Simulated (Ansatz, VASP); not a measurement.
## One calculation of Ge, two programs

The input INCAR:

```
PREC = Accurate ; ENCUT = 500
EDIFF = 1E-6 ; ISMEAR = 0
SIGMA = 0.02 ; LREAL = False
LASPH = True ; NELM = 120
ALGO = Normal ; ISIF = 2
LWAVE = False ; LCHARG = False
GGA = PE ; NBANDS = 21
GGA_COMPAT = False
```

File KPOINTS:

```
regular mesh
0
Gamma
  6 6 6
```

Contents of POSCAR:

```
Ge
1.0
    0.0000000000      2.8289100000      2.7440427000
    2.8289100000      0.0000000000      2.7440427000
    2.8289100000      2.8289100000      0.0000000000
Ge
2
Direct
    0.0000000000      0.0000000000      0.0000000000
    0.2500000000      0.2500000000      0.2500000000
```

Input for Ansatz:

```yaml
crystal:
  lattice:
    - [0.0, 2.82891, 2.7440427]
    - [2.82891, 0.0, 2.7440427]
    - [2.82891, 2.82891, 0.0]
  atoms:
    - { symbol: Ge, position: [0.0, 0.0, 0.0] }
    - { symbol: Ge, position: [0.25, 0.25, 0.25] }
basis:
  ecutwfc: 550.0
kpoints:
  mp_grid:
    grid: [6, 6, 6]
hamiltonian:
  xc: pbe
  pseudopotentials:
    kind: paw
scf:
  occupations:
    method: gaussian
    width: 0.02
output:
  stress: true
```

Alike in both runs: task single point; functional PBE; k mesh 6 × 6 × 6; occupations gaussian, width 0.02 eV; no spin polarisation.

|  | VASP | Ansatz |
| --- | --- | --- |
| version | VASP 6.6.1 | Ansatz 0.2.0 |
| potentials or method | VASP PAW PBE potentials, release 64 (Ge_d), cutoff 500 eV | plane waves, PAW |
| valence electrons in the cell | 28 | 28 |

VASP gave:

- pressure (GPa): 5.8
- traceless stress, the component that is largest in VASP (GPa): 1.44

Which values does Ansatz return?

Pressure (GPa): 6.0; traceless stress, the component that is largest in VASP (GPa): 1.44.
